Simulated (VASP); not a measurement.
# BaTe (Pm-3m) in VASP: a series of runs, part 2 of 3

VASP 6.6.1.

**3. Single point, PBE**

File INCAR:

```
SYSTEM = BaTe
PREC = Accurate ; ENCUT = 520
EDIFF = 1E-7 ; ISMEAR = 0
SIGMA = 0.01 ; LREAL = .False.
LASPH = .True. ; NELM = 80
ALGO = Normal ; ISIF = 2
LWAVE = .False. ; LCHARG = .False.
GGA = PE ; NBANDS = 15
```

File KPOINTS:

```
Automatic mesh
0
Gamma
  4 4 4
  0 0 0
```

File POSCAR:

```
BaTe
1.0
    4.2448181594      0.0000000000      0.0000000000
    0.0000000000      4.2448181594      0.0000000000
    0.0000000000      0.0000000000      4.2448181594
Ba Te
1 1
Direct
    0.0000000000      0.0000000000      0.0000000000
    0.5000000000      0.5000000000      0.5000000000
```

Potentials or basis: VASP PAW PBE potentials, release 64 (Ba_sv, Te).

On the command line:

```
> cat potpaw_PBE.64/Ba_sv/POTCAR potpaw_PBE.64/Te/POTCAR > POTCAR
> mpirun -np 1 vasp_std > vasp.out
```

OUTCAR:

```text
SYSTEM = BaTe
   PREC = Accurate
   ENCUT = 520
   EDIFF = 1E-7
   ISMEAR = 0
   LREAL = .False.
   LASPH = .True.
   NELM = 80
   ISIF = 2
   GGA = PE

 ion  position               nearest neighbor table
   1  0.000  0.000  0.000-   2 3.68   2 3.68   2 3.68   2 3.68   2 3.68   2 3.68   2 3.68   2 3.68

   2  0.500  0.500  0.500-   1 3.68   1 3.68   1 3.68   1 3.68   1 3.68   1 3.68   1 3.68   1 3.68

  LATTYP: Found a simple cubic cell.
 ALAT       =     4.2448181594

  Lattice vectors:

 A1 = (   4.2448181594,   0.0000000000,   0.0000000000)
 A2 = (   0.0000000000,   4.2448181594,   0.0000000000)
 A3 = (   0.0000000000,   0.0000000000,   4.2448181594)

Analysis of symmetry for initial positions (statically):
=====================================================================
 Subroutine PRICEL returns:
 Original cell was already a primitive cell.

 Routine SETGRP: Setting up the symmetry group for a
 simple cubic supercell.

 Subroutine GETGRP returns: Found 48 space group operations
 (whereof 48 operations were pure point group operations)
 out of a pool of 48 trial point group operations.

The static configuration has the point symmetry O_h .

Analysis of symmetry for dynamics (positions and initial velocities):
=====================================================================
 Subroutine PRICEL returns:
 Original cell was already a primitive cell.

 Routine SETGRP: Setting up the symmetry group for a
 simple cubic supercell.

 Subroutine GETGRP returns: Found 48 space group operations
 (whereof 48 operations were pure point group operations)
 out of a pool of 48 trial point group operations.

The dynamic configuration has the point symmetry O_h .

 Subroutine INISYM returns: Found 48 space group operations
 (whereof 48 operations are pure point group operations),
 and found     1 'primitive' translations

----------------------------------------------------------------------------------------

                                     Primitive cell

  volume of cell :      76.4852

  direct lattice vectors                    reciprocal lattice vectors
     4.244818159  0.000000000  0.000000000     0.235581352  0.000000000  0.000000000
     0.000000000  4.244818159  0.000000000     0.000000000  0.235581352  0.000000000
     0.000000000  0.000000000  4.244818159     0.000000000  0.000000000  0.235581352

  length of vectors
     4.244818159  4.244818159  4.244818159     0.235581352  0.235581352  0.235581352

  position of ions in fractional coordinates (direct lattice)
     0.000000000  0.000000000  0.000000000
     0.500000000  0.500000000  0.500000000

  ion indices of the primitive-cell ions
   primitive index   ion index
                 1           1
                 2           2

----------------------------------------------------------------------------------------

 KPOINTS: Automatic mesh

Automatic generation of k-mesh.
 Grid dimensions read from file:
 generate k-points for:    4    4    4

 Generating k-lattice:

  Cartesian coordinates                     Fractional coordinates (reciprocal lattice)
     0.058895338  0.000000000  0.000000000     0.250000000  0.000000000  0.000000000
     0.000000000  0.058895338  0.000000000     0.000000000  0.250000000  0.000000000
     0.000000000  0.000000000  0.058895338     0.000000000  0.000000000  0.250000000
[... 25 lines left out ...]
   number of dos      NEDOS =    301   number of ions     NIONS =      2
   total plane-waves  NPLWV =  32768
   dimension x,y,z NGX =    32 NGY =   32 NGZ =   32
   dimension x,y,z NGXF=    64 NGYF=   64 NGZF=   64
   ions per type =               1   1
   NGX,Y,Z   is equivalent  to a cutoff of  12.53, 12.53, 12.53 a.u.
   NGXF,Y,Z  is equivalent  to a cutoff of  25.07, 25.07, 25.07 a.u.
 SYSTEM =  BaTe
   PREC   = accura    normal or accurate (medium, high low for compatibility)
   ISTART =      0    job   : 0-new  1-cont  2-samecut
   ICHARG =      2    charge: 1-file 2-atom 10-const
   ISPIN  =      1    spin polarized calculation?
   LNONCOLLINEAR =      F non collinear calculations
   LSORBIT =      F    spin-orbit coupling
   LASPH  =      T    aspherical Exc in radial PAW
   ENCUT  =  520.0 eV  38.22 Ry    6.18 a.u.   7.89  7.89  7.89*2*pi/ulx,y,z
   NELM   =     80;   NELMIN=  2; NELMDL= -5     # of ELM steps
   EDIFF  = 0.1E-06   stopping-criterion for ELM
   LREAL  =      F    real-space projection
   EDIFFG = 0.1E-05   stopping-criterion for IOM
   NSW    =      0    number of steps for IOM
   IBRION =     -1    ionic relax: 0-MD 1-quasi-New 2-CG
   NFREE  =      0    steps in history (QN), initial steepest desc. (CG)
   ISIF   =      2    stress and relaxation
   ISYM   =      2    0-nonsym 1-usesym 2-fastsym
   POTIM  = 0.5000    time-step for ionic-motion
   TEBEG  =    0.0;   TEEND  =   0.0 temperature during run
   PSTRESS=    0.0 pullay stress
   NELECT =      16.0000    total number of electrons
   NUPDOWN=      -1.0000    fix difference up-down
   EMIN   =  10.00;   EMAX   =-10.00  energy-range for DOS
   EFERMI =   0.00;   METHOD = LEGACY
   ISMEAR =     0;   SIGMA  =   0.01  broadening in eV -4-tet -1-fermi 0-gaus
   EFERMI_NEDOS =   21; number of points for ismear=-14 and -15
   IALGO  =     38    algorithm
   IMIX   =      4    mixing-type and parameters
     AMIX     =   0.40;   BMIX     =  1.00
     AMIX_MAG =   1.60;   BMIX_MAG =  1.00
  volume/ion in A,a.u.               =      38.24       258.07
  Fermi-wavevector in a.u.,A,eV,Ry     =   0.971827  1.836487 12.849998  0.944448
  Thomas-Fermi vector in A             =   2.102076
   LORBIT       =      0    0 simple, 1 ext, 2 COOP (PROOUT), +10 PAW based schemes
   GGA     = PE    functional components
   LHFCALC =     F    Hartree Fock is set to
   AEXX    =    0.0000 exact exchange contribution
   IVDW    =     0    specifies the selected vdW correction
   LEPSILON=     F    determine dielectric tensor
   LRPA    =     F    only Hartree local field effects (RPA)
 non-spin polarized calculation
 Gauss-broadening in eV      SIGMA  =   0.01
  energy-cutoff  :      520.00
  volume of cell :       76.49
 maximum number of plane-waves:      2103
 NGX is ok and might be reduce to    32
   NGX = 15   NGY = 15   NGZ = 15

 number of electron      15.9999999 magnetization

 Free energy of the ion-electron system (eV)
  ---------------------------------------------------
  ext. energy  EPLUGINS =         0.00000000
  ---------------------------------------------------
  free energy    TOTEN  =        -8.25111070 eV

  energy without entropy =       -8.25111070  energy(sigma->0) =       -8.25111070

 E-fermi :   3.9839     XC(G=0):  -8.8288

 val. band max:        3.9262221641   @ k =   0.5000   0.5000   0.0000
 cond. band min:       4.6637736254   @ k =   0.0000   0.0000   0.0000
 fundamental gap:      0.7375514613
 Fermi energy:         3.9838791797

 k-point     1 :       0.0000    0.0000    0.0000
  band No.  band energies     occupation
      1     -24.2175      2.00000
      2      -9.2491      2.00000
      3      -9.2491      2.00000
      4      -9.2491      2.00000
      5      -6.4794      2.00000
      6       3.5469      2.00000
      7       3.5469      2.00000
      8       3.5469      2.00000
      9       4.6638      0.00000
     10       4.6638      0.00000
     11       6.3461      0.00000
     12       8.4588      0.00000
     13       8.4588      0.00000
     14       8.4588      0.00000
[... 149 lines left out ...]
      2      -9.5262      2.00000
      3      -9.5262      2.00000
      4      -9.5262      2.00000
      5      -5.5201      2.00000
      6       0.9731      2.00000
      7       0.9731      2.00000
      8       0.9731      2.00000
      9       8.6903      0.00000
     10       8.6903      0.00000
     11       8.6903      0.00000
     12      10.2421      0.00000
     13      10.2421      0.00000
     14      10.2423      0.00000
     15      10.2854      0.00000

------------------------ aborting loop because EDIFF is reached ----------------------------------------

  FORCE on cell =-STRESS in cart. coord.  units (eV):
  Direction    XX          YY          ZZ          XY          YZ          ZX
  --------------------------------------------------------------------------------------
  -------------------------------------------------------------------------------------
  Total        0.2852046      0.2852046      0.2852046     -0.0000000     -0.0000000     -0.0000000
  in kB        5.9743394      5.9743394      5.9743394     -0.0000000     -0.0000000     -0.0000000
  external PRESSURE =       5.9743394 kB  Pullay stress =       0.0000000 kB

 VOLUME and BASIS-vectors are now :
 -----------------------------------------------------------------------------
  energy-cutoff  :      520.00
  volume of cell :       76.49
      direct lattice vectors                 reciprocal lattice vectors
     4.244818159  0.000000000  0.000000000     0.235581352  0.000000000  0.000000000
     0.000000000  4.244818159  0.000000000     0.000000000  0.235581352  0.000000000
     0.000000000  0.000000000  4.244818159     0.000000000  0.000000000  0.235581352

 POSITION                                       TOTAL-FORCE (eV/Angst)
 -----------------------------------------------------------------------------------
      0.00000      0.00000      0.00000         0.000000      0.000000      0.000000
      2.12241      2.12241      2.12241         0.000000      0.000000      0.000000
 -----------------------------------------------------------------------------------
    total drift:                                0.000000      0.000000     -0.000000

  FREE ENERGIE OF THE ION-ELECTRON SYSTEM (eV)
  ---------------------------------------------------
  free  energy   TOTEN  =        -8.2511106951 eV

  energy  without entropy=       -8.2511106951  energy(sigma->0) =       -8.25111070
```

OSZICAR:

```text
N       E                     dE             d eps       ncg     rms          rms(c)
DAV:   1     0.740644630176E+02    0.74064E+02   -0.64499E+03   300   0.903E+02
DAV:   2    -0.405436796118E+01   -0.78119E+02   -0.71657E+02   398   0.160E+02
DAV:   3    -0.829111881663E+01   -0.42368E+01   -0.42073E+01   422   0.368E+01
DAV:   4    -0.835739064332E+01   -0.66272E-01   -0.66252E-01   402   0.473E+00
DAV:   5    -0.835853501028E+01   -0.11444E-02   -0.11444E-02   373   0.532E-01    0.366E+00
DAV:   6    -0.824997004201E+01    0.10856E+00   -0.10070E-01   363   0.188E+00    0.234E+00
DAV:   7    -0.824653625494E+01    0.34338E-02   -0.10203E-01   370   0.199E+00    0.752E-01
DAV:   8    -0.825100326689E+01   -0.44670E-02   -0.19991E-02   328   0.849E-01    0.206E-01
DAV:   9    -0.825097050340E+01    0.32763E-04   -0.11746E-03   342   0.198E-01    0.102E-01
DAV:  10    -0.825110924094E+01   -0.13874E-03   -0.47109E-04   321   0.159E-01    0.275E-02
DAV:  11    -0.825111122027E+01   -0.19793E-05   -0.41098E-05   384   0.366E-02    0.266E-02
DAV:  12    -0.825111259124E+01   -0.13710E-05   -0.34539E-06   349   0.114E-02    0.496E-02
DAV:  13    -0.825111072270E+01    0.18685E-05   -0.78560E-06   328   0.221E-02    0.182E-03
DAV:  14    -0.825111069507E+01    0.27631E-07   -0.20658E-07   383   0.276E-03
   1 F= -.82511107E+01 E0= -.82511107E+01  d E =-.966003E-18
```

stdout:

```text
POSCAR found type information on POSCAR BaTe
 POSCAR found :  2 types and       2 ions
 scaLAPACK will be used
 LDA part: xc-table for (Slater+PW92), standard interpolation
 POSCAR, INCAR and KPOINTS ok, starting setup
 FFT: planning ... GRIDC
 FFT: planning ... GRID_SOFT
 FFT: planning ... GRID
 WAVECAR not read
 entering main loop
```

Run time: 9.7 s. Hardware: 1 thread of Intel Xeon Platinum 8259CL at 2.50GHz (Skylake/Cascade Lake), shared host; peak memory 0.18 GiB.

Results:

- Free energy: -8.2511 eV
- Pressure: 0.6 GPa
- Band gap on the k mesh: 0.74 eV (least direct gap 0.95 eV)

Levels at points of the mesh, in eV from the valence-band top:
```csv
k point,band 4,band 5,band 6,band 7,band 8,band 9,band 10,band 11,band 12,band 13
"(0.00, 0.00, 0.00)",-13.18,-10.41,-0.38,-0.38,-0.38,0.74,0.74,2.42,4.53,4.53
"(0.50, 0.00, 0.00)",-13.12,-9.63,-3.43,-0.89,-0.89,1.54,4.82,4.93,4.94,5.00
"(0.50, 0.50, 0.00)",-13.08,-9.84,-2.07,-2.07,0.00,0.95,2.51,2.88,2.88,6.20
"(0.50, 0.50, 0.50)",-13.45,-9.45,-2.95,-2.95,-2.95,4.76,4.76,4.76,6.32,6.32
```

Caveat: spin-orbit coupling is left out, which moves the levels of the heavy elements. A k mesh can miss the band edges.

**4. Single point, LDA**

File INCAR:

```
SYSTEM = BaTe
  ALGO = Normal
  EDIFF = 1E-7
  ENCUT = 520
  GGA = CA
  ISIF = 2
  ISMEAR = 0
  LASPH = .TRUE.
  LCHARG = .TRUE.
  LELF = .TRUE.
  LREAL = .FALSE.
  LVHAR = .TRUE.
  LWAVE = .FALSE.
  NBANDS = 15
  NELM = 80
  PREC = Accurate
  SIGMA = 0.01
```

File KPOINTS:

```
k-points
0
G
  4 4 4
  0 0 0
```

POSCAR is that of step 3.

Potentials or basis: VASP PAW LDA potentials, release 64 (Ba_sv, Te).

On the command line:

```
> cat potpaw_LDA.64/Ba_sv/POTCAR potpaw_LDA.64/Te/POTCAR > POTCAR
> mpirun -np 1 vasp_std > vasp.out
```

Run time: 8.3 s. Hardware: 1 thread of Intel Xeon Platinum 8259CL at 2.50GHz (Skylake/Cascade Lake), shared host; peak memory 0.15 GiB.

Results (log left out):

* Free energy: -9.2881 eV
* Pressure: -2.4 GPa
* Band gap on the k mesh: 0.61 eV (least direct gap 0.80 eV)

Levels at points of the mesh, in eV from the valence-band top:
| k point | band 4 | band 5 | band 6 | band 7 | band 8 | band 9 | band 10 | band 11 | band 12 | band 13 |
| --- | --- | --- | --- | --- | --- | --- | --- | --- | --- | --- |
| (0.00, 0.00, 0.00) | -13.10 | -10.46 | -0.38 | -0.38 | -0.38 | 0.61 | 0.61 | 2.19 | 4.49 | 4.49 |
| (0.50, 0.00, 0.00) | -13.05 | -9.67 | -3.48 | -0.91 | -0.91 | 1.39 | 4.78 | 4.85 | 4.87 | 4.89 |
| (0.50, 0.50, 0.00) | -13.01 | -9.89 | -2.06 | -2.06 | 0.00 | 0.80 | 2.42 | 2.82 | 2.82 | 6.17 |
| (0.50, 0.50, 0.50) | -13.39 | -9.51 | -2.97 | -2.97 | -2.97 | 4.67 | 4.67 | 4.67 | 6.27 | 6.27 |

Caveat: spin-orbit coupling is left out, which moves the levels of the heavy elements. A k mesh can miss the band edges.

**5. Single point, r2SCAN**

POSCAR is that of step 4.

File INCAR.step1:

```
  ALGO = Normal
  EDIFF = 1E-4
  ENCUT = 520
  GGA = PE
  ISMEAR = 0
  LASPH = True
  LCHARG = False
  LREAL = False
  LWAVE = True
  NBANDS = 15
  NELM = 60
  PREC = Accurate
  SIGMA = 0.01
```

File INCAR.step2:

```
  ALGO = Normal
  EDIFF = 1E-6
  ENCUT = 520
  ISIF = 2
  ISMEAR = 0
  ISTART = 1
  LASPH = True
  LCHARG = True
  LELF = True
  LMIXTAU = True
  LREAL = False
  LVHAR = True
  LWAVE = False
  METAGGA = R2SCAN
  NBANDS = 15
  NELM = 60
  PREC = Accurate
  SIGMA = 0.01
```

File KPOINTS:

```
k-points
0
Gamma
  4 4 4
```

Potentials or basis: VASP PAW PBE potentials, release 64 (Ba_sv, Te).

On the command line:

```
> cat potpaw_PBE.64/Ba_sv/POTCAR potpaw_PBE.64/Te/POTCAR > POTCAR
> cp INCAR.step1 INCAR
> mpirun -np 1 vasp_std > vasp.out
> cp INCAR.step2 INCAR
> mpirun -np 1 vasp_std > vasp.out
```

It took 39 s on 1 thread of Intel Xeon Platinum 8259CL at 2.50GHz (Skylake/Cascade Lake), shared host; peak memory 0.19 GiB.

Results (log left out):

```
Free energy            : -55.6452 eV
Pressure               : 0.6 GPa
Band gap on the k mesh : 1.09 eV (least direct gap 1.37 eV)
```

Levels at points of the mesh, in eV from the valence-band top:
```csv
k point,band 4,band 5,band 6,band 7,band 8,band 9,band 10,band 11,band 12,band 13
"(0.00, 0.00, 0.00)",-13.63,-10.71,-0.38,-0.38,-0.38,1.09,1.09,3.21,5.00,5.00
"(0.50, 0.00, 0.00)",-13.57,-9.90,-3.43,-0.88,-0.88,1.92,5.31,5.38,5.43,5.67
"(0.50, 0.50, 0.00)",-13.54,-10.11,-2.11,-2.11,0.00,1.37,3.04,3.30,3.30,6.65
"(0.50, 0.50, 0.50)",-13.90,-9.69,-2.99,-2.99,-2.99,5.27,5.27,5.27,6.80,6.80
```

Caveat: the PAW data sets were made with another functional, which shifts forces and pressure a little; spin-orbit coupling is left out, which moves the levels of the heavy elements.

(Continued in part 3 of 3.)
